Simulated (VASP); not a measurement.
**AlAs (l.bA): single point with LDA**

Crystal: AlAs (l.bA).

```
Al As
1.0
     0.00000    2.84000    2.84000
     2.84000    0.00000    2.84000
     2.84000    2.84000    0.00000
Al As
1 1
Direct
  0.00000 0.00000 0.00000
  0.25000 0.25000 0.25000
```

* Program: VASP 6.6.1
* Task: single point
* Functional: LDA
* Potentials or basis: VASP PAW LDA potentials, release 64 (Al, As)
* Cutoff: 500 eV
* k mesh: 6 × 6 × 6
* Occupations: gaussian, width 0.1 eV
* Spin: no spin polarisation
* Dipole correction: no
* Further INCAR settings: ALGO = Normal; EDIFF = 1e-06; NBANDS = 11

| Item | Value |
| --- | --- |
| Pressure | -1.6 GPa |
| Band gap on the k mesh | 1.35 eV, indirect (least direct gap 1.80 eV) |

Levels at points of the mesh, in eV from the valence-band top:
```
           k point  band 1  band 2  band 3  band 4  band 5  band 6  band 7  band 8  band 9
(0.00, 0.00, 0.00)  -11.84    0.00    0.00    0.00    1.80    4.22    4.22    4.22    8.57
(0.50, 0.00, 0.00)  -10.45   -5.55   -0.82   -0.82    1.98    4.62    4.62    7.56   10.89
(0.50, 0.50, 0.00)   -9.91   -5.42   -2.16   -2.16    1.35    2.19   10.12   10.12   11.46
```

It took 5.6 s on 1 thread of Intel(R) Xeon(R) 6975P-C (Granite Rapids) (shared host), peak memory 0.14 GiB.

A k mesh can miss the band edges. LDA gaps usually lie below the measured ones, often by a third to a half.
